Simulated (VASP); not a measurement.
Here is a VASP 6.6.1 calculation.

The input POSCAR:

```
PbS
1.0
    0.0000000000      3.0469773297      3.0469773297
    3.0469773297      0.0000000000      3.0469773297
    3.0469773297      3.0469773297      0.0000000000
Pb S
1 1
Direct
    0.0000000000      0.0000000000      0.0000000000
    0.5000000000      0.5000000000      0.5000000000
```

The input INCAR.step1:

```
SYSTEM = PbS
ALGO = Normal ; EDIFF = 1E-4
ENCUT = 520 ; GGA = PE
ISMEAR = 0 ; LASPH = .True.
LCHARG = .False. ; LREAL = .False.
LWAVE = .True. ; NBANDS = 17
NELM = 60 ; PREC = Accurate
SIGMA = 0.01
```

File INCAR.step2:

```
SYSTEM = PbS
ALGO = Normal ; EDIFF = 1E-6
ENCUT = 520 ; ISIF = 2
ISMEAR = 0 ; ISTART = 1
LASPH = .True. ; LCHARG = .True.
LELF = .True. ; LMIXTAU = .True.
LREAL = .False. ; LVHAR = .True.
LWAVE = .False. ; METAGGA = R2SCAN
NBANDS = 17 ; NELM = 60
PREC = Accurate ; SIGMA = 0.01
```

KPOINTS

```
k-points
0
Gamma
  8 8 8
  0 0 0
```

Potentials or basis: VASP PAW PBE potentials, release 64 (Pb_d, S).

Run with:

```sh
$ cat potpaw_PBE.64/Pb_d/POTCAR potpaw_PBE.64/S/POTCAR > POTCAR
$ cp INCAR.step1 INCAR
$ mpirun -np 1 vasp_std > vasp.out
$ cp INCAR.step2 INCAR
$ mpirun -np 1 vasp_std > vasp.out
```

**Question.** What does it give for the pressure?

**Answer.** -3.1 GPa.

**Question.** Predict the band gap on the k mesh.

**Answer.** 0.90 eV, direct.

Caveat: the cell differs from its parent crystal (strain +2.0%); the PAW data sets were made with another functional, which shifts forces and pressure a little; spin-orbit coupling is left out, which moves the levels of the heavy elements. A k mesh can miss the band edges.
